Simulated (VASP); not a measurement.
# C (Fd-3m) in VASP: notebook, part 2 of 2

VASP 6.6.1. The steps go on from the part before.

**5. Single point, LDA (volume scaled by 0.94)**

INCAR

```
PREC = Accurate ; ENCUT = 520
EDIFF = 1E-6 ; ISMEAR = -1
SIGMA = 0.08 ; LREAL = False
LASPH = True ; NELM = 80
ALGO = Normal ; ISIF = 2
LWAVE = False ; LCHARG = False
NBANDS = 11
```

KPOINTS

```
Automatic mesh
0
Gamma
  20 20 20
```

POSCAR

```
C
1.0
    0.0000000000      1.7298212174      1.7298212174
    1.7298212174      0.0000000000      1.7298212174
    1.7298212174      1.7298212174      0.0000000000
C
2
Direct
   -0.1250000000     -0.1250000000     -0.1250000000
    0.1250000000      0.1250000000      0.1250000000
```

Potentials or basis: VASP PAW LDA potentials, release 64 (C).

On the command line:

```
cat potpaw_LDA.64/C/POTCAR > POTCAR
mpirun -np 1 vasp_std > vasp.out
```

OUTCAR:

```text
PREC = Accurate
   ENCUT = 520
   EDIFF = 1E-6
   ISMEAR = -1
   LREAL = False
   LASPH = True
   NELM = 80
   ISIF = 2

 ion  position               nearest neighbor table
   1  0.875  0.875  0.875-   2 1.50   2 1.50   2 1.50   2 1.50
   2  0.125  0.125  0.125-   1 1.50   1 1.50   1 1.50   1 1.50

  LATTYP: Found a face centered cubic cell.
 ALAT       =     3.4596424348

  Lattice vectors:

 A1 = (   0.0000000000,   1.7298212174,   1.7298212174)
 A2 = (   1.7298212174,   0.0000000000,   1.7298212174)
 A3 = (   1.7298212174,   1.7298212174,   0.0000000000)

Analysis of symmetry for initial positions (statically):
=====================================================================
 Subroutine PRICEL returns:
 Original cell was already a primitive cell.

 Routine SETGRP: Setting up the symmetry group for a
 face centered cubic supercell.

 Subroutine GETGRP returns: Found 48 space group operations
 (whereof 12 operations were pure point group operations)
 out of a pool of 48 trial point group operations.

The static configuration has the point symmetry D_3d.
 The point group associated with its full space group is O_h .

Analysis of symmetry for dynamics (positions and initial velocities):
=====================================================================
 Subroutine PRICEL returns:
 Original cell was already a primitive cell.

 Routine SETGRP: Setting up the symmetry group for a
 face centered cubic supercell.

 Subroutine GETGRP returns: Found 48 space group operations
 (whereof 12 operations were pure point group operations)
 out of a pool of 48 trial point group operations.

The dynamic configuration has the point symmetry D_3d.
 The point group associated with its full space group is O_h .

 Subroutine INISYM returns: Found 48 space group operations
 (whereof 12 operations are pure point group operations),
 and found     1 'primitive' translations

[... 115 lines left out ...]
  volume/ion in A,a.u.               =       5.18        34.93
  Fermi-wavevector in a.u.,A,eV,Ry     =   1.502312  2.838959 30.707571  2.256943
  Thomas-Fermi vector in A             =   2.613569
   LORBIT       =      0    0 simple, 1 ext, 2 COOP (PROOUT), +10 PAW based schemes
   GGA     = CA    functional components
   LHFCALC =     F    Hartree Fock is set to
   AEXX    =    0.0000 exact exchange contribution
   IVDW    =     0    specifies the selected vdW correction
   LEPSILON=     F    determine dielectric tensor
   LRPA    =     F    only Hartree local field effects (RPA)
 non-spin polarized calculation
  energy-cutoff  :      520.00
  volume of cell :       10.35
 maximum number of plane-waves:       295
   NGX =  9   NGY =  9   NGZ =  9

 number of electron       8.0000001 magnetization

 Free energy of the ion-electron system (eV)
  ---------------------------------------------------
  ext. energy  EPLUGINS =         0.00000000
  ---------------------------------------------------
  free energy    TOTEN  =       -20.17281805 eV

  energy without entropy =      -20.17281805  energy(sigma->0) =      -20.17281805

 E-fermi :  12.5047     XC(G=0): -13.9472

 val. band max:       11.1084354801   @ k =   0.0000   0.0000   0.0000
 cond. band min:      15.4399562046   @ k =   0.3500   0.3500   0.0000
 fundamental gap:      4.3315207245
 Fermi energy:        12.5047107091

 k-point     1 :       0.0000    0.0000    0.0000
  band No.  band energies     occupation
      1     -11.4678      2.00000
      2      11.1084      2.00000
      3      11.1084      2.00000
      4      11.1084      2.00000
      5      16.9099      0.00000
      6      16.9099      0.00000
      7      16.9099      0.00000
      8      26.8139      0.00000
      9      31.3583      0.00000
     10      38.7865      0.00000
     11      38.7865      0.00000
[... 309 lines left out ...]
 k-point    24 :      -0.3500    0.0500    0.0000
  band No.  band energies     occupation
      1      -7.5303      2.00000
      2       0.1086      2.00000
      3       7.8556      2.00000
      4       8.5661      2.00000
      5      19.7379      0.00000
      6      20.0699      0.00000
      7      21.2499      0.00000
      8      27.2418      0.00000
      9      33.2526      0.00000
     10      34.7856      0.00000
     11      36.7545      0.00000

 [... further k-points ...]
[... 5 lines left out ...]
  --------------------------------------------------------------------------------------
  -------------------------------------------------------------------------------------
  Total        2.2166501      2.2166501      2.2166501      0.0000000     -0.0000000      0.0000000
  in kB      343.0631453    343.0631453    343.0631453      0.0000000     -0.0000000      0.0000000
  external PRESSURE =     343.0631453 kB  Pullay stress =       0.0000000 kB

 VOLUME and BASIS-vectors are now :
 -----------------------------------------------------------------------------
  energy-cutoff  :      520.00
  volume of cell :       10.35
      direct lattice vectors                 reciprocal lattice vectors
     0.000000000  1.729821217  1.729821217    -0.289047212  0.289047212  0.289047212
     1.729821217  0.000000000  1.729821217     0.289047212 -0.289047212  0.289047212
     1.729821217  1.729821217  0.000000000     0.289047212  0.289047212 -0.289047212

 POSITION                                       TOTAL-FORCE (eV/Angst)
 -----------------------------------------------------------------------------------
      3.02719      3.02719      3.02719        -0.000000     -0.000000     -0.000000
      0.43246      0.43246      0.43246         0.000000      0.000000      0.000000
 -----------------------------------------------------------------------------------
    total drift:                                0.000000      0.000000      0.000000

  FREE ENERGIE OF THE ION-ELECTRON SYSTEM (eV)
  ---------------------------------------------------
  free  energy   TOTEN  =       -20.1728180543 eV

  energy  without entropy=      -20.1728180542  energy(sigma->0) =      -20.17281805
```

stdout:

```text
POSCAR found type information on POSCAR C
 POSCAR found :  1 types and       2 ions
 scaLAPACK will be used
 LDA part: xc-table for (Slater(with rela. corr.)+CA(PZ))
 , standard interpolation
 POSCAR, INCAR and KPOINTS ok, starting setup
 FFT: planning ... GRIDC
 FFT: planning ... GRID_SOFT
 FFT: planning ... GRID
 WAVECAR not read
 entering main loop
```

It took 14 s on 1 thread of Intel Xeon 6975P-C, shared host; peak memory 0.13 GiB.

What came out:

```
Free energy            : -20.1728 eV
Pressure               : 34.3 GPa
Band gap on the k mesh : 4.33 eV, indirect (least direct gap 5.80 eV)
```

Levels at points of the mesh, in eV from the valence-band top:
```
           k point  band 1  band 2  band 3  band 4  band 5  band 6  band 7  band 8
(0.00, 0.00, 0.00)  -22.58    0.00    0.00    0.00    5.80    5.80    5.80   15.71
(0.50, 0.00, 0.00)  -16.19  -14.41   -3.03   -3.03    8.77    8.77   10.30   16.23
(0.50, 0.50, 0.00)  -13.28  -13.28   -6.86   -6.86    4.91    4.91   18.06   18.06
```

 A k mesh can miss the band edges.

**6. Overview**

```csv
cell,gap on the mesh (eV),pressure (GPa)
"a = 2.238 Å, angles 60.0°, 2 atoms",5.07,278.3
"a = 2.318 Å, angles 60.0°, 2 atoms",4.77,158.2
"a = 2.393 Å, angles 60.0°, 2 atoms",4.51,77.5
"a = 2.446 Å, angles 60.0°, 2 atoms",4.33,34.3
```

Alike in all rows: task single point; level LDA; potentials or basis VASP PAW LDA potentials, release 64 (C); no spin polarisation; k mesh 20 × 20 × 20; cutoff (eV) 520; smearing fermi-dirac 0.08 eV.

Absolute energies hang on the potentials; compare differences alone.
